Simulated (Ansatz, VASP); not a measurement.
# SrTiO3 in VASP and in Ansatz

```
CELL_PARAMETERS angstrom
3.90685 0.00000 0.00000
0.00000 3.90685 0.00000
0.00000 0.00000 3.75058
ATOMIC_POSITIONS crystal
Sr 0.00000 0.00000 0.00000
Ti 0.50000 0.50000 0.50000
O 0.50000 0.50000 0.00000
O 0.50000 0.00000 0.50000
O 0.00000 0.50000 0.50000
```

Change from the starting cell: uniaxial_z strain -4.0%.

Alike in both runs: task single point; functional PBE; k mesh 6 × 6 × 6; occupations fermi-dirac, width 0.02 eV; no spin polarisation.

```csv
,VASP,Ansatz
version,VASP 6.6.1,Ansatz 0.2.0
potentials or method,"VASP PAW PBE potentials, release 64 (Sr_sv, Ti_sv, O)","plane waves, PAW"
plane-wave cutoff (eV),520,420
valence electrons in the cell,40,40
```

```csv
,VASP,Ansatz,Ansatz less VASP
gap on the k mesh at the Fermi level (eV),1.86,1.89,+0.036
pressure (GPa),13.7,13.0,-0.74
"traceless stress, the component that is largest in VASP (GPa)",8.36,8.26,-0.103
```
